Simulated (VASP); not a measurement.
# Si4N in VASP: single point with PBE+D3(BJ)

Aim: the single point of Si4N with PBE+D3(BJ).

Program: VASP 6.6.1. These are calculated values, not measurements. Logs are shortened: lines on timing, memory, paths and dates and some standing lists are left out, and cuts for length are marked.

## Step 1: The cell of the first run

The cell holds a slab with vacuum, 10 atoms: a = 3.816 Å, b = 3.816 Å, c = 28.987 Å, α = 90.00°, β = 90.00°, γ = 120.00°.

## Step 2: Single point, PBE+D3(BJ)

The input, INCAR:

```
PREC = Accurate
ENCUT = 520
EDIFF = 1E-6
ISMEAR = 0
SIGMA = 0.05
LREAL = F
LASPH = T
NELM = 80
ALGO = Normal
ISIF = 2
LWAVE = F
LCHARG = F
LDIPOL = T
IDIPOL = 3
DIPOL = 0.5 0.5 0.379
GGA = PE
IVDW = 12
NBANDS = 32
```

The input, KPOINTS:

```
regular mesh
0
Gamma
  9 9 1
```

The input, POSCAR:

```
Si4N
1.0
    3.8155170209      0.0000000000      0.0000000000
   -1.9077585104      3.3043346686      0.0000000000
    0.0000000000      0.0000000000     28.9874813843
Si N
8 2
Direct
    0.6666666667      0.3333333333      0.1379906018
    0.3333333333      0.6666666667      0.1654736894
    0.3333333333      0.6666666667      0.2468813277
    0.6666666667      0.3333333333      0.2743644153
    0.6666666667      0.3333333333      0.3556303104
    0.3333333333      0.6666666667      0.3827070033
    0.3333333333      0.6666666667      0.4657581680
    0.6666666667      0.3333333333      0.4894347735
    1.1666666667      0.6666666667      0.6170760801
    1.1666666667      0.6666666667      0.6550234956
```

Potentials or basis: VASP PAW PBE potentials, release 64 (Si, N).

On the command line:

```
$ cat potpaw_PBE.64/Si/POTCAR potpaw_PBE.64/N/POTCAR > POTCAR
$ mpirun -np 1 vasp_std > vasp.out
```

OUTCAR:

```text
PREC = Accurate
   ENCUT = 520
   EDIFF = 1E-6
   ISMEAR = 0
   LREAL = F
   LASPH = T
   NELM = 80
   ISIF = 2
   GGA = PE
   IVDW = 12
 IVDW          = 12

 ion  position               nearest neighbor table
   1  0.667  0.333  0.138-   2 2.34   2 2.34   2 2.34
   2  0.333  0.667  0.165-   1 2.34   1 2.34   1 2.34   3 2.36
   3  0.333  0.667  0.247-   4 2.34   4 2.34   4 2.34   2 2.36
   4  0.667  0.333  0.274-   3 2.34   3 2.34   3 2.34   5 2.36
   5  0.667  0.333  0.356-   6 2.34   6 2.34   6 2.34   4 2.36
   6  0.333  0.667  0.383-   5 2.34   5 2.34   5 2.34   7 2.41
   7  0.333  0.667  0.466-   8 2.31   8 2.31   8 2.31   6 2.41
   8  0.667  0.333  0.489-   7 2.31   7 2.31   7 2.31
   9  0.167  0.667  0.617-  10 1.10
  10  0.167  0.667  0.655-   9 1.10

  LATTYP: Found a hexagonal cell.
 ALAT       =     3.8155170209
 C/A-ratio  =     7.5972617146

  Lattice vectors:

 A1 = (   3.8155170209,   0.0000000000,   0.0000000000)
 A2 = (  -1.9077585104,   3.3043346686,   0.0000000000)
 A3 = (   0.0000000000,   0.0000000000,  28.9874813843)

Analysis of symmetry for initial positions (statically):
=====================================================================
 Subroutine PRICEL returns:
 Original cell was already a primitive cell.

 Routine SETGRP: Setting up the symmetry group for a
 hexagonal supercell.

 Subroutine GETGRP returns: Found  1 space group operations
 (whereof  1 operations were pure point group operations)
 out of a pool of 24 trial point group operations.

The static configuration has the point symmetry C_1 .

Analysis of symmetry for dynamics (positions and initial velocities):
=====================================================================
 Subroutine PRICEL returns:
 Original cell was already a primitive cell.

 Routine SETGRP: Setting up the symmetry group for a
 hexagonal supercell.

 Subroutine GETGRP returns: Found  1 space group operations
 (whereof  1 operations were pure point group operations)
 out of a pool of 24 trial point group operations.

The dynamic configuration has the point symmetry C_1 .

 Subroutine INISYM returns: Found  1 space group operations
 (whereof  1 operations are pure point group operations),
 and found     1 'primitive' translations

----------------------------------------------------------------------------------------

                                     Primitive cell

  volume of cell :     365.4668

  direct lattice vectors                    reciprocal lattice vectors
     3.815517021  0.000000000  0.000000000     0.262087679  0.151316392  0.000000000
    -1.907758510  3.304334669  0.000000000     0.000000000  0.302632784  0.000000000
     0.000000000  0.000000000 28.987481384     0.000000000  0.000000000  0.034497650

  length of vectors
     3.815517021  3.815517021 28.987481384     0.302632784  0.302632784  0.034497650

  position of ions in fractional coordinates (direct lattice)
     0.666666667  0.333333333  0.137990602
     0.333333333  0.666666667  0.165473689
     0.333333333  0.666666667  0.246881328
     0.666666667  0.333333333  0.274364415
     0.666666667  0.333333333  0.355630310
     0.333333333  0.666666667  0.382707003
     0.333333333  0.666666667  0.465758168
     0.666666667  0.333333333  0.489434774
     0.166666667  0.666666667  0.617076080
     0.166666667  0.666666667  0.655023496

  ion indices of the primitive-cell ions
   primitive index   ion index
                 1           1
                 2           2
                 3           3
                 4           4
                 5           5
                 6           6
                 7           7
                 8           8
                 9           9
                10          10

----------------------------------------------------------------------------------------

 KPOINTS: regular mesh

Automatic generation of k-mesh.
 Grid dimensions read from file:
 generate k-points for:    9    9    1

 Generating k-lattice:

  Cartesian coordinates                     Fractional coordinates (reciprocal lattice)
     0.029120853  0.016812932  0.000000000     0.111111111 -0.000000000  0.000000000
     0.000000000  0.033625865  0.000000000     0.000000000  0.111111111  0.000000000
     0.000000000  0.000000000  0.034497650     0.000000000  0.000000000  1.000000000

  Length of vectors
     0.033625865  0.033625865  0.034497650

  Shift w.r.t. Gamma in fractional coordinates (k-lattice)
     0.000000000  0.000000000  0.000000000

 Subroutine IBZKPT returns following result:
 ===========================================

 Found     41 irreducible k-points:

 Following reciprocal coordinates:
            Coordinates               Weight
  0.000000  0.000000  0.000000      1.000000
  0.111111  0.000000  0.000000      2.000000
  0.000000  0.111111  0.000000      2.000000
 -0.111111  0.111111  0.000000      2.000000
  0.222222 -0.000000  0.000000      2.000000
  0.000000  0.222222  0.000000      2.000000
[... 16 lines left out ...]
  0.333333  0.111111  0.000000      2.000000
 -0.111111  0.444444  0.000000      2.000000
 [... further k-points ...]
   k-points           NKPTS =     41   k-points in BZ     NKDIM =     41   number of bands    NBANDS=     32
   number of dos      NEDOS =    301   number of ions     NIONS =     10
   total plane-waves  NPLWV = 169344
   dimension x,y,z NGX =    28 NGY =   28 NGZ =  216
   dimension x,y,z NGXF=    56 NGYF=   56 NGZF=  432
   ions per type =               8   2
   NGX,Y,Z   is equivalent  to a cutoff of  12.20, 12.20, 12.39 a.u.
   NGXF,Y,Z  is equivalent  to a cutoff of  24.40, 24.40, 24.78 a.u.
 SYSTEM =  unknown system
   PREC   = accura    normal or accurate (medium, high low for compatibility)
   ISTART =      0    job   : 0-new  1-cont  2-samecut
   ICHARG =      2    charge: 1-file 2-atom 10-const
   ISPIN  =      1    spin polarized calculation?
   LNONCOLLINEAR =      F non collinear calculations
   LSORBIT =      F    spin-orbit coupling
   LASPH  =      T    aspherical Exc in radial PAW
   ENCUT  =  520.0 eV  38.22 Ry    6.18 a.u.   7.09  7.09 53.90*2*pi/ulx,y,z
   NELM   =     80;   NELMIN=  2; NELMDL= -5     # of ELM steps
   EDIFF  = 0.1E-05   stopping-criterion for ELM
   LREAL  =      F    real-space projection
   EDIFFG = 0.1E-04   stopping-criterion for IOM
   NSW    =      0    number of steps for IOM
   IBRION =     -1    ionic relax: 0-MD 1-quasi-New 2-CG
   NFREE  =      0    steps in history (QN), initial steepest desc. (CG)
   ISIF   =      2    stress and relaxation
   ISYM   =      2    0-nonsym 1-usesym 2-fastsym
   POTIM  = 0.5000    time-step for ionic-motion
   TEBEG  =    0.0;   TEEND  =   0.0 temperature during run
   PSTRESS=    0.0 pullay stress
   NELECT =      42.0000    total number of electrons
   NUPDOWN=      -1.0000    fix difference up-down
   EMIN   =  10.00;   EMAX   =-10.00  energy-range for DOS
   EFERMI =   0.00;   METHOD = LEGACY
   ISMEAR =     0;   SIGMA  =   0.05  broadening in eV -4-tet -1-fermi 0-gaus
   EFERMI_NEDOS =   21; number of points for ismear=-14 and -15
   IALGO  =     38    algorithm
   IMIX   =      4    mixing-type and parameters
     AMIX     =   0.40;   BMIX     =  1.00
     AMIX_MAG =   1.60;   BMIX_MAG =  1.00
  volume/ion in A,a.u.               =      36.55       246.63
  Fermi-wavevector in a.u.,A,eV,Ry     =   0.795931  1.504091  8.619369  0.633506
  Thomas-Fermi vector in A             =   1.902355
   LORBIT       =      0    0 simple, 1 ext, 2 COOP (PROOUT), +10 PAW based schemes
   GGA     = PE    functional components
   LHFCALC =     F    Hartree Fock is set to
   AEXX    =    0.0000 exact exchange contribution
   IVDW    =    12    specifies the selected vdW correction
   LEPSILON=     F    determine dielectric tensor
   LRPA    =     F    only Hartree local field effects (RPA)
 non-spin polarized calculation
 Gauss-broadening in eV      SIGMA  =   0.05
  energy-cutoff  :      520.00
  volume of cell :      365.47
 maximum number of plane-waves:      9885
   NGX = 15   NGY = 15   NGZ =107

 dipolmoment           0.000000      0.000000      0.029431 electrons x Angstroem

 number of electron      41.9999996 magnetization

 dipolmoment           0.000000      0.000000     -0.002282 electrons x Angstroem

 Free energy of the ion-electron system (eV)
  ---------------------------------------------------
  ext. energy  EPLUGINS =         0.00000000
  ---------------------------------------------------
  free energy    TOTEN  =       -57.32870385 eV

  energy without entropy =      -57.32282768  energy(sigma->0) =      -57.32576577

 E-fermi :   0.3205     XC(G=0):  -5.4502

 val. band max:        0.2863724081   @ k =  -0.1111   0.1111   0.0000
 cond. band min:       0.3472864333   @ k =   0.3333   0.2222   0.0000
 fundamental gap:      0.0609140252
 Fermi energy:         0.3204923215

 k-point     1 :       0.0000    0.0000    0.0000
  band No.  band energies     occupation
      1     -23.7326      2.00000
      2     -11.5627      2.00000
      3     -11.0254      2.00000
      4     -10.2982      2.00000
      5      -9.6253      2.00000
      6      -8.8652      2.00000
[... 24 lines left out ...]
     31       3.4086      0.00000
     32       3.7565      0.00000

 k-point     2 :       0.1111    0.0000    0.0000
  band No.  band energies     occupation
      1     -23.7283      2.00000
      2     -11.4178      2.00000
      3     -10.8806      2.00000
      4     -10.1529      2.00000
      5      -9.4777      2.00000
      6      -8.8474      2.00000
[... 24 lines left out ...]
     31       3.9129      0.00000
     32       4.0470      0.00000

 k-point     3 :       0.0000    0.1111    0.0000
  band No.  band energies     occupation
      1     -23.7283      2.00000
      2     -11.4178      2.00000
      3     -10.8806      2.00000
      4     -10.1529      2.00000
      5      -9.4777      2.00000
      6      -8.8474      2.00000
[... 24 lines left out ...]
     31       3.9129      0.00000
     32       4.0472      0.00000

 k-point     4 :      -0.1111    0.1111    0.0000
  band No.  band energies     occupation
      1     -23.7283      2.00000
      2     -11.4178      2.00000
      3     -10.8806      2.00000
      4     -10.1529      2.00000
      5      -9.4777      2.00000
      6      -8.8474      2.00000
[... 24 lines left out ...]
     31       3.9129      0.00000
     32       4.0469      0.00000

 k-point     5 :       0.2222   -0.0000    0.0000
  band No.  band energies     occupation
      1     -23.7176      2.00000
      2     -10.9901      2.00000
      3     -10.4541      2.00000
      4      -9.7250      2.00000
      5      -9.0418      2.00000
      6      -8.8010      2.00000
[... 584 lines left out ...]
     31       4.3121      0.00000
     32       4.8028      0.00000

 k-point    22 :       0.3333   -0.1111    0.0000
  band No.  band energies     occupation
      1     -23.7093      2.00000
      2     -10.5746      2.00000
      3     -10.0409      2.00000
      4      -9.3115      2.00000
      5      -8.7696      2.00000
      6      -8.6111      2.00000
[... 24 lines left out ...]
     31       4.3115      0.00000
     32       4.8035      0.00000

 k-point    23 :       0.3333    0.1111    0.0000
  band No.  band energies     occupation
      1     -23.6992      2.00000
      2      -9.8124      2.00000
      3      -9.2913      2.00000
      4      -8.7270      2.00000
      5      -8.5732      2.00000
      6      -7.8250      2.00000
[... 24 lines left out ...]
     31       3.8183      0.00000
     32       4.8692      0.00000

 k-point    24 :      -0.1111    0.4444    0.0000
  band No.  band energies     occupation
      1     -23.6992      2.00000
      2      -9.8125      2.00000
      3      -9.2914      2.00000
      4      -8.7282      2.00000
      5      -8.5720      2.00000
      6      -7.8248      2.00000
[... 24 lines left out ...]
     31       3.8186      0.00000
     32       4.8663      0.00000

 [... further k-points ...]

------------------------ aborting loop because EDIFF is reached ----------------------------------------

 vacuum level on the upper side and lower side of the slab       (xc-potential included)        -0.178        -0.136

 Edisp (eV)   -2.39531

 E8    (eV) :    -0.9955

  FORCE on cell =-STRESS in cart. coord.  units (eV):
  Direction    XX          YY          ZZ          XY          YZ          ZX
  --------------------------------------------------------------------------------------
  -------------------------------------------------------------------------------------
  Total       0.41604     0.42264     1.79281     0.01345     0.00814     0.02961
  in kB       1.82389     1.85281     7.85955     0.05897     0.03567     0.12981
  external pressure =        3.85 kB  Pullay stress =        0.00 kB

 VOLUME and BASIS-vectors are now :
 -----------------------------------------------------------------------------
  energy-cutoff  :      520.00
  volume of cell :      365.47
      direct lattice vectors                 reciprocal lattice vectors
     3.815517021  0.000000000  0.000000000     0.262087679  0.151316392  0.000000000
    -1.907758510  3.304334669  0.000000000     0.000000000  0.302632784  0.000000000
     0.000000000  0.000000000 28.987481384     0.000000000  0.000000000  0.034497650

 POSITION                                       TOTAL-FORCE (eV/Angst)
 -----------------------------------------------------------------------------------
      1.90776      1.10144      4.00000        -0.000155      0.000620      0.482272
     -0.00000      2.20289      4.79667        -0.000673     -0.000223     -0.649161
     -0.00000      2.20289      7.15647         0.001502     -0.000450      0.233568
      1.90776      1.10144      7.95313        -0.000952      0.000151     -0.052875
      1.90776      1.10144     10.30883        -0.000362     -0.000173      0.018090
     -0.00000      2.20289     11.09371        -0.002409      0.000441      0.025490
     -0.00000      2.20289     13.50116        -0.001569      0.000239     -0.006461
      1.90776      1.10144     14.18748        -0.001403     -0.004489     -0.004058
     -0.63592      2.20289     17.88748         0.011100      0.006985     -2.194864
     -0.63592      2.20289     18.98748        -0.005079     -0.003100      2.148000
 -----------------------------------------------------------------------------------
    total drift:                                0.000076     -0.000027      0.000689

  FREE ENERGIE OF THE ION-ELECTRON SYSTEM (eV)
  ---------------------------------------------------
  free  energy   TOTEN  =       -59.7240149510 eV

  energy  without entropy=      -59.7181387792  energy(sigma->0) =      -59.72107687

 vacuum level on the upper side and lower side of the slab         4.981         5.024
```

Wall time 12 min (1 thread of AMD EPYC 9R45 (Zen 5), shared host); peak memory 0.6 GiB.

What came out:

* Free energy: -59.7240 eV
* Largest force: 2.195 eV/Å
* Band gap on the k mesh: zero (bands 21 and 22 overlap by 0.31 eV)
* Dispersion energy per atom: -0.240 eV

Forces in eV/Å, atoms in the order of the input:
```
Si   0.000  0.001  0.482
Si  -0.001  0.000 -0.649
Si   0.002  0.000  0.234
Si  -0.001  0.000 -0.053
Si   0.000  0.000  0.018
Si  -0.002  0.000  0.025
Si  -0.002  0.000 -0.006
Si  -0.001 -0.004 -0.004
N    0.011  0.007 -2.195
N   -0.005 -0.003  2.148
```

Caveat: the standard files for N, O and F lose accuracy on very short bonds.

The gap in the log of VASP goes by the Fermi energy; the results here count the filled bands.